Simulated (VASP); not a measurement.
# InSb (I-4m2) in VASP: single point with HSE06

Aim: the single point of InSb with HSE06.

Everything below comes from runs of VASP 6.6.1. Logs are shortened: lines on timing, memory, paths and dates and some standing lists are left out, and cuts for length are marked.

## (1) The cell of the first run

The structure is tetragonal, space group I-4m2 (No. 119). Conventional cell: a = 4.638 Å, b = 4.638 Å, c = 6.632 Å, α = 90.00°, β = 90.00°, γ = 90.00°. In (site symmetry -4m2) has 4 Sb at 2.85 Å within 3.8 Å. Sb (site symmetry -4m2) has 4 In at 2.85 Å within 3.8 Å.

## (2) Single point, HSE06 (uniaxial z strain +1.1%)

POSCAR reads:

```
InSb
1.0
    0.0000000000      3.2795130145      3.3162435603
    3.2795130145      0.0000000000      3.3162435603
    3.2795130145      3.2795130145      0.0000000000
In Sb
1 1
Direct
    0.0000000000      0.0000000000      0.0000000000
    0.2500000000      0.2500000000      0.2500000000
```

INCAR.step1 reads:

```
SYSTEM = InSb
PREC = Accurate
ENCUT = 400
EDIFF = 1E-5
ISMEAR = -1
SIGMA = 0.02
LREAL = .False.
LASPH = .True.
NELM = 120
ALGO = Normal
ISIF = 2
LWAVE = .True.
GGA = PE
NBANDS = 21
GGA_COMPAT = .False.
```

INCAR.step2 reads:

```
SYSTEM = InSb
PREC = Accurate
ENCUT = 400
EDIFF = 1E-6
ISMEAR = -1
SIGMA = 0.02
LREAL = .False.
LASPH = .True.
NELM = 120
ALGO = Normal
ISIF = 2
LWAVE = .False.
LCHARG = .True.
GGA = PE
LHFCALC = .True.
HFSCREEN = 0.2079
PRECFOCK = Normal
LELF = .True.
LVHAR = .True.
ISTART = 1
NBANDS = 21
GGA_COMPAT = .False.
```

KPOINTS reads:

```
regular mesh
0
Gamma
  4 4 4
  0 0 0
```

Potentials or basis: VASP PAW PBE potentials, release 64 (In_d, Sb_d_GW).

Run with:

```
$ cat potpaw_PBE.64/In_d/POTCAR potpaw_PBE.64/Sb_d_GW/POTCAR > POTCAR
$ cp INCAR.step1 INCAR
$ mpirun -np 1 vasp_std > vasp.out
$ cp INCAR.step2 INCAR
$ mpirun -np 1 vasp_std > vasp.out
```

OUTCAR:

```text
SYSTEM = InSb
   PREC = Accurate
   ENCUT = 400
   EDIFF = 1E-6
   ISMEAR = -1
   LREAL = .False.
   LASPH = .True.
   NELM = 120
   ISIF = 2
   GGA = PE
   LHFCALC = .True.
   HFSCREEN = 0.2079
   PRECFOCK = Normal
   ISTART = 1

 ion  position               nearest neighbor table
   1  0.000  0.000  0.000-   2 2.85   2 2.85   2 2.85   2 2.85
   2  0.250  0.250  0.250-   1 2.85   1 2.85   1 2.85   1 2.85

  LATTYP: Found a body centered tetragonal cell.
 ALAT       =     4.6379317831
 C/A-ratio  =     1.4300527543

  Lattice vectors:

 A1 = (  -3.2795130145,   0.0000000000,   3.3162435603)
 A2 = (   3.2795130145,   0.0000000000,   3.3162435603)
 A3 = (   0.0000000000,   3.2795130145,  -3.3162435603)

Analysis of symmetry for initial positions (statically):
=====================================================================
 Subroutine PRICEL returns:
 Original cell was already a primitive cell.

 Routine SETGRP: Setting up the symmetry group for a
 body centered tetragonal supercell.

 Subroutine GETGRP returns: Found  8 space group operations
 (whereof  8 operations were pure point group operations)
 out of a pool of 16 trial point group operations.

The static configuration has the point symmetry D_2d.

Analysis of symmetry for dynamics (positions and initial velocities):
=====================================================================
 Subroutine PRICEL returns:
 Original cell was already a primitive cell.

 Routine SETGRP: Setting up the symmetry group for a
 body centered tetragonal supercell.

 Subroutine GETGRP returns: Found  8 space group operations
 (whereof  8 operations were pure point group operations)
 out of a pool of 16 trial point group operations.

The dynamic configuration has the point symmetry D_2d.

 Subroutine INISYM returns: Found  8 space group operations
 (whereof  8 operations are pure point group operations),
 and found     1 'primitive' translations

----------------------------------------------------------------------------------------

                                     Primitive cell

  volume of cell :      71.3338

  direct lattice vectors                    reciprocal lattice vectors
     0.000000000  3.279513014  3.316243560    -0.152461661  0.152461661  0.150773003
     3.279513014  0.000000000  3.316243560     0.152461661 -0.152461661  0.150773003
     3.279513014  3.279513014  0.000000000     0.152461661  0.152461661 -0.150773003

  length of vectors
     4.663976518  4.663976518  4.637931783     0.263100008  0.263100008  0.263100008

  position of ions in fractional coordinates (direct lattice)
     0.000000000  0.000000000  0.000000000
     0.250000000  0.250000000  0.250000000

  ion indices of the primitive-cell ions
   primitive index   ion index
                 1           1
                 2           2

----------------------------------------------------------------------------------------

 KPOINTS: regular mesh

Automatic generation of k-mesh.
 Grid dimensions read from file:
 generate k-points for:    4    4    4

 Generating k-lattice:

  Cartesian coordinates                     Fractional coordinates (reciprocal lattice)
    -0.038115415  0.038115415  0.037693251     0.250000000 -0.000000000  0.000000000
     0.038115415 -0.038115415  0.037693251    -0.000000000  0.250000000  0.000000000
     0.038115415  0.038115415 -0.037693251     0.000000000  0.000000000  0.250000000

  Length of vectors
     0.065775002  0.065775002  0.065775002

  Shift w.r.t. Gamma in fractional coordinates (k-lattice)
     0.000000000  0.000000000  0.000000000

 Subroutine IBZKPT returns following result:
 ===========================================

 Found     13 irreducible k-points:

 Following reciprocal coordinates:
            Coordinates               Weight
  0.000000  0.000000  0.000000      1.000000
  0.250000  0.000000  0.000000      8.000000
  0.500000  0.000000  0.000000      4.000000
  0.250000  0.250000  0.000000      2.000000
  0.500000  0.250000  0.000000      8.000000
 -0.250000  0.250000  0.000000      4.000000
  0.500000  0.500000  0.000000      1.000000
  0.250000  0.000000  0.250000      4.000000
  0.500000  0.000000  0.250000     16.000000
 -0.250000  0.000000  0.250000      8.000000
 -0.250000  0.500000  0.250000      4.000000
  0.500000  0.000000  0.500000      2.000000
 -0.250000  0.250000  0.500000      2.000000
   k-points           NKPTS =     13   k-points in BZ     NKDIM =     64   number of bands    NBANDS=     21
   number of dos      NEDOS =    301   number of ions     NIONS =      2
   total plane-waves  NPLWV =  27000
   dimension x,y,z NGX =    30 NGY =   30 NGZ =   30
   dimension x,y,z NGXF=    60 NGYF=   60 NGZF=   60
   ions per type =               1   1
   NGX,Y,Z   is equivalent  to a cutoff of  10.69, 10.69, 10.75 a.u.
   NGXF,Y,Z  is equivalent  to a cutoff of  21.39, 21.39, 21.51 a.u.
 SYSTEM =  InSb
   PREC   = accura    normal or accurate (medium, high low for compatibility)
   ISTART =      1    job   : 0-new  1-cont  2-samecut
   ICHARG =      0    charge: 1-file 2-atom 10-const
   ISPIN  =      1    spin polarized calculation?
   LNONCOLLINEAR =      F non collinear calculations
   LSORBIT =      F    spin-orbit coupling
   LASPH  =      T    aspherical Exc in radial PAW
   ENCUT  =  400.0 eV  29.40 Ry    5.42 a.u.   7.61  7.61  7.56*2*pi/ulx,y,z
   NELM   =    120;   NELMIN=  2; NELMDL=  0     # of ELM steps
   EDIFF  = 0.1E-05   stopping-criterion for ELM
   LREAL  =      F    real-space projection
   EDIFFG = 0.1E-04   stopping-criterion for IOM
   NSW    =      0    number of steps for IOM
   IBRION =     -1    ionic relax: 0-MD 1-quasi-New 2-CG
   NFREE  =      0    steps in history (QN), initial steepest desc. (CG)
   ISIF   =      2    stress and relaxation
   ISYM   =      3    0-nonsym 1-usesym 2-fastsym
   POTIM  = 0.5000    time-step for ionic-motion
   TEBEG  =    0.0;   TEEND  =   0.0 temperature during run
   PSTRESS=    0.0 pullay stress
   NELECT =      28.0000    total number of electrons
   NUPDOWN=      -1.0000    fix difference up-down
   EMIN   =  10.00;   EMAX   =-10.00  energy-range for DOS
   EFERMI =   0.00;   METHOD = LEGACY
   ISMEAR =    -1;   SIGMA  =   0.02  broadening in eV -4-tet -1-fermi 0-gaus
   EFERMI_NEDOS =   21; number of points for ismear=-14 and -15
   IALGO  =     38    algorithm
   IMIX   =      1    mixing-type and parameters
     AMIX     =   0.40;   BMIX     =  1.00
     AMIX_MAG =   1.60;   BMIX_MAG =  1.00
  volume/ion in A,a.u.               =      35.67       240.69
  Fermi-wavevector in a.u.,A,eV,Ry     =   1.198659  2.265138 19.548638  1.436784
  Thomas-Fermi vector in A             =   2.334543
   LORBIT       =      0    0 simple, 1 ext, 2 COOP (PROOUT), +10 PAW based schemes
   GGA     = PE    functional components
   LHFCALC =     T    Hartree Fock is set to
   PRECFOCK=normal    Normal, Fast or Accurate (Low or Medium for compatibility)
   ENCUT4O =  -1.0   cutoff for four orbital integrals eV
   NKREDX  =     1    reduce k-point grid by
   NKREDY  =     1    reduce k-point grid by
   NKREDZ  =     1    reduce k-point grid by
   AEXX    =    0.2500 exact exchange contribution
   HFSCREEN=    0.2079 screening length (either q_TF or 0.3 A-1)
   HFSCREENC=   0.2079 screening length for correlation (either q_TF or 0.3 A-1)
   ENCUTFOCK=  -1.0 apply spherical cutoff to Coloumb kernel
   IVDW    =     0    specifies the selected vdW correction
   LEPSILON=     F    determine dielectric tensor
   LRPA    =     F    only Hartree local field effects (RPA)
 non-spin polarized calculation
  energy-cutoff  :      400.00
  volume of cell :       71.33
 maximum number of plane-waves:      1309
  NGX = 24; NGY = 24; NGZ = 24

 number of electron      28.0000012 magnetization

 Free energy of the ion-electron system (eV)
  ---------------------------------------------------
  ext. energy  EPLUGINS =         0.00000000
  ---------------------------------------------------
  free energy    TOTEN  =        -8.14162517 eV

  energy without entropy =       -8.14154949  energy(sigma->0) =       -8.14158733

 E-fermi :   3.5986     XC(G=0):  -7.2093

 val. band max:        3.4924117335   @ k =   0.0000   0.0000   0.0000
 cond. band min:       3.6902799195   @ k =   0.0000   0.0000   0.0000
 fundamental gap:      0.1978681859
 Fermi energy:         3.5985964706

 k-point     1 :       0.0000    0.0000    0.0000
  band No.  band energies     occupation
      1     -27.1938      2.00000
      2     -27.1938      2.00000
      3     -27.1924      2.00000
      4     -27.1775      2.00000
      5     -27.1758      2.00000
      6     -12.8743      2.00000
[... 13 lines left out ...]
     20      12.4756      0.00000
     21      12.6563      0.00000

 k-point     2 :       0.2500    0.0000    0.0000
  band No.  band energies     occupation
      1     -27.1939      2.00000
      2     -27.1936      2.00000
      3     -27.1923      2.00000
      4     -27.1773      2.00000
      5     -27.1758      2.00000
      6     -12.8896      2.00000
[... 13 lines left out ...]
     20      11.5084      0.00000
     21      11.5435      0.00000

 k-point     3 :       0.5000    0.0000    0.0000
  band No.  band energies     occupation
      1     -27.1936      2.00000
      2     -27.1932      2.00000
      3     -27.1918      2.00000
      4     -27.1769      2.00000
      5     -27.1754      2.00000
      6     -12.9064      2.00000
[... 13 lines left out ...]
     20      13.4827      0.00000
     21      13.5580      0.00000
[... 193 lines left out ...]
 k-point    12 :       0.5000    0.0000    0.5000
  band No.  band energies     occupation
      1     -27.1952      2.00000
      2     -27.1921      2.00000
      3     -27.1906      2.00000
      4     -27.1769      2.00000
      5     -27.1754      2.00000
      6     -12.9344      2.00000
[... 13 lines left out ...]
     20      14.6277      0.00000
     21      14.9228      0.00000

 k-point    13 :      -0.2500    0.2500    0.5000
  band No.  band energies     occupation
      1     -27.1937      2.00000
      2     -27.1935      2.00000
      3     -27.1904      2.00000
      4     -27.1764      2.00000
      5     -27.1758      2.00000
      6     -12.9242      2.00000
[... 13 lines left out ...]
     20      14.3065      0.00000
     21      14.7813      0.00000

------------------------ aborting loop because EDIFF is reached ----------------------------------------

  FORCE on cell =-STRESS in cart. coord.  units (eV):
  Direction    XX          YY          ZZ          XY          YZ          ZX
  --------------------------------------------------------------------------------------
  -------------------------------------------------------------------------------------
  Total       -0.3468593     -0.3468593     -0.5135567      0.0000000      0.0000000      0.0000000
  in kB       -7.7905614     -7.7905614    -11.5346355      0.0000000      0.0000000      0.0000000
  external PRESSURE =      -9.0385861 kB  Pullay stress =       0.0000000 kB

 VOLUME and BASIS-vectors are now :
 -----------------------------------------------------------------------------
  energy-cutoff  :      400.00
  volume of cell :       71.33
      direct lattice vectors                 reciprocal lattice vectors
     0.000000000  3.279513014  3.316243560    -0.152461661  0.152461661  0.150773003
     3.279513014  0.000000000  3.316243560     0.152461661 -0.152461661  0.150773003
     3.279513014  3.279513014  0.000000000     0.152461661  0.152461661 -0.150773003

 POSITION                                       TOTAL-FORCE (eV/Angst)
 -----------------------------------------------------------------------------------
      0.00000      0.00000      0.00000         0.000000      0.000000      0.000000
      1.63976      1.63976      1.65812        -0.000000     -0.000000     -0.000000
 -----------------------------------------------------------------------------------
    total drift:                               -0.000015     -0.000018      0.000031

  FREE ENERGIE OF THE ION-ELECTRON SYSTEM (eV)
  ---------------------------------------------------
  free  energy   TOTEN  =        -8.1416251707 eV

  energy  without entropy=       -8.1415494932  energy(sigma->0) =       -8.14158733
```

Wall time 35 min (1 thread of AMD EPYC 7R43 (Zen 3), shared host); peak memory 0.26 GiB.

Results:

```
Free energy            : -8.1416 eV
Pressure               : -0.9 GPa
Band gap on the k mesh : 0.20 eV
```

Stress tensor (GPa, compression positive):
```
-0.78  0.00  0.00
 0.00 -0.78  0.00
 0.00  0.00 -1.15
```

Caveat: the cell differs from its parent crystal (uniaxial z strain +1.1%); the PAW data sets were made with another functional, which shifts forces and pressure a little; spin-orbit coupling is left out, which moves the levels of the heavy elements.
